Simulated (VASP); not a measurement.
Crystal: SnO.

```
CELL_PARAMETERS angstrom
3.31701 0.00000 0.00000
-1.65850 2.87261 0.00000
0.00000 0.00000 4.14604
ATOMIC_POSITIONS crystal
Sn 0.33333 0.66667 0.25000
Sn 0.66667 0.33333 0.75000
O 0.66667 0.33333 0.25000
O 0.33333 0.66667 0.75000
```

| Quantity | Value |
| --- | --- |
| Program | VASP 6.6.1 |
| Task | relaxation of cell and atoms |
| Functional | PBE |
| Potentials or basis | VASP PAW PBE potentials, release 64 (Sn_d, O) |
| Cutoff | 600 eV |
| k mesh | 12 × 12 × 6 |
| Occupations | fermi-dirac, width 0.02 eV |
| Spin | no spin polarisation |

At the start: pressure 196.3 GPa; volume 9.88 Å³/atom.

**Question.** Where does the relaxation end?

**Answer.** Over 11 steps the energy falls by 3349.5 meV/atom and the volume is 18.90 Å³/atom (+91.4 %); space group P6_3/mmc (No. 194, to 0.05 Å).

Step by step:
| step | energy change (eV) | largest force (eV/Å) | pressure (GPa) | volume (Å³) |
| --- | --- | --- | --- | --- |
| 1 | 0.0000 | 0.0000 | 196.26 | 39.51 |
| 2 | -0.9075 | 0.0000 | -35.81 | 156.90 |
| 3 | -13.2464 | 0.0000 | -7.52 | 81.73 |
| 4 | -13.3748 | 0.0000 | -3.12 | 77.91 |
| 5 | -13.3979 | 0.0000 | 0.03 | 75.56 |
| 6 | -13.3947 | 0.0000 | -1.18 | 76.44 |
| 7 | -13.3968 | 0.0000 | 0.72 | 75.07 |
| 8 | -13.3979 | 0.0000 | 0.02 | 75.57 |
| 9 | -13.3979 | 0.0000 | -0.02 | 75.59 |
| 10 | -13.3980 | 0.0000 | -0.02 | 75.59 |
| 11 | -13.3980 | 0.0000 | -0.03 | 75.60 |

Final structure:
```
CELL_PARAMETERS angstrom
4.12023 0.00000 0.00000
-2.06012 3.56823 0.00000
0.00000 0.00000 5.14195
ATOMIC_POSITIONS crystal
Sn 0.33333 0.66667 0.25000
Sn 0.66667 0.33333 0.75000
O 0.66667 0.33333 0.25000
O 0.33333 0.66667 0.75000
```

Caveat: the volume moved by over 15 % at a fixed basis, so the end points are rough.
